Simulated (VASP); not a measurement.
A run of VASP 6.6.1:

The input INCAR:

```
SYSTEM = Ca3WN4
PREC     = Accurate       ! precision mode
ENCUT    = 600            ! plane-wave cutoff, eV
EDIFF    = 1E-6           ! SCF threshold, eV
ISMEAR   = 0              ! smearing method
SIGMA    = 0.1            ! smearing width, eV
LREAL    = .FALSE.        ! projectors in reciprocal space
LASPH    = .TRUE.         ! aspherical terms in the spheres
NELM     = 80             ! most SCF steps
ALGO     = Normal         ! electronic algorithm
ISIF     = 3              ! what is computed and relaxed
LWAVE    = .FALSE.        ! write WAVECAR
LCHARG   = .FALSE.        ! write CHGCAR
GGA      = PE             ! functional
IBRION   = 2              ! ionic algorithm
NSW      = 90             ! ionic steps
EDIFFG   = -0.04          ! ionic threshold
```

File KPOINTS:

```
regular mesh
0
G
  4 4 4
  0 0 0
```

Contents of POSCAR:

```
Ca3WN4
1.0
    5.0214539200      0.0000000000      0.0000000000
    0.0000000000      5.0214539200      0.0000000000
    0.0000000000      0.0000000000      5.0214539200
Ca W N
3 1 4
Direct
    0.5000000000      0.0000000000      0.0000000000
    0.0000000000      0.5000000000      0.0000000000
    0.0000000000      0.0000000000      0.5000000000
    0.5000000000      0.5000000000      0.5000000000
    0.0000000000      0.5000000000      0.5000000000
    0.5000000000      0.0000000000      0.5000000000
    0.5000000000      0.5000000000      0.0000000000
    0.0000000000      0.0000000000      0.0000000000
```

Potentials or basis: VASP PAW PBE potentials, release 64 (Ca_sv, W_sv, N).

Command:

```bash
$ cat potpaw_PBE.64/Ca_sv/POTCAR potpaw_PBE.64/W_sv/POTCAR potpaw_PBE.64/N/POTCAR > POTCAR
$ mpirun -np 1 vasp_std > vasp.out
```

Hardware: 1 thread of Oxide Virtual Turin-like Processor (shared host).

Question: How long does it take, and how much memory?

Answer: It took 2.1 min on 1 thread of Oxide Virtual Turin-like Processor (shared host), peak memory 0.26 GiB. Counts: scf iterations 52, k points 10, ion steps 3.
